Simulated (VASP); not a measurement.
The system is In3Sb.

```xyz
4
Lattice="-2.3068 3.0862 3.9938 2.3068 -3.0862 3.9938 2.3068 3.0862 -3.9938" Properties=species:S:1:pos:R:3 pbc="T T T"
In    0.0000    3.0862    1.5073
In    2.3068    0.0000    2.4865
In    0.0000    0.0000    0.0000
Sb    0.0000    0.0000    3.9938
```

| Quantity | Value |
| --- | --- |
| Program | VASP 6.6.1 |
| Task | relaxation of cell and atoms |
| Functional | PBE |
| Potentials or basis | VASP PAW PBE potentials, release 64 (In_d, Sb) |
| Cutoff | 600 eV |
| k mesh | 6 × 6 × 6 |
| Occupations | gaussian, width 0.1 eV |
| Spin | no spin polarisation |

At the start: pressure 7.0 GPa; volume 28.43 Å³/atom.

Question: How do energy, volume and symmetry change on relaxing?

Answer: Over 20 steps the energy falls by 322.0 meV/atom and the volume is 28.25 Å³/atom (-0.6 %); space group Immm (No. 71, to 0.05 Å).

Step by step:
```csv
step,energy change (eV),largest force (eV/Å),pressure (GPa),volume (Å³)
1,0.0000,2.4040,7.04,113.73
2,-0.6743,0.5413,-2.25,135.22
3,-0.6881,0.7133,-1.45,131.49
4,-0.7972,0.6819,-1.23,127.39
5,-1.0217,0.5453,0.72,115.40
6,-0.6222,0.0616,12.13,92.76
7,-1.0513,0.4927,1.71,111.44
8,-1.0575,0.4548,2.45,108.71
9,-1.1344,0.3099,1.59,109.68
10,-1.2602,0.0229,0.25,112.27
11,-1.2734,0.1086,-0.07,113.27
12,-1.2735,0.1188,-0.09,113.35
13,-1.2780,0.1071,-0.04,113.13
14,-1.2836,0.0913,0.14,112.43
15,-1.2857,0.0679,0.07,113.05
16,-1.2845,0.0244,-0.29,114.44
17,-1.2856,0.0396,-0.52,114.01
18,-1.2861,0.0544,-0.36,113.53
19,-1.2870,0.0391,-0.20,113.34
20,-1.2879,0.0213,-0.09,113.00
```

Final structure:
```
In Sb
1.0
    -2.47287    2.38675    4.78645
     2.47287   -2.38675    4.78645
     2.47287    2.38675   -4.78645
In Sb
3 1
Direct
  0.75321 0.25321 0.50000
  0.24679 0.74679 0.50000
  0.00000 0.00000 0.00000
  0.50000 0.50000 0.00000
```
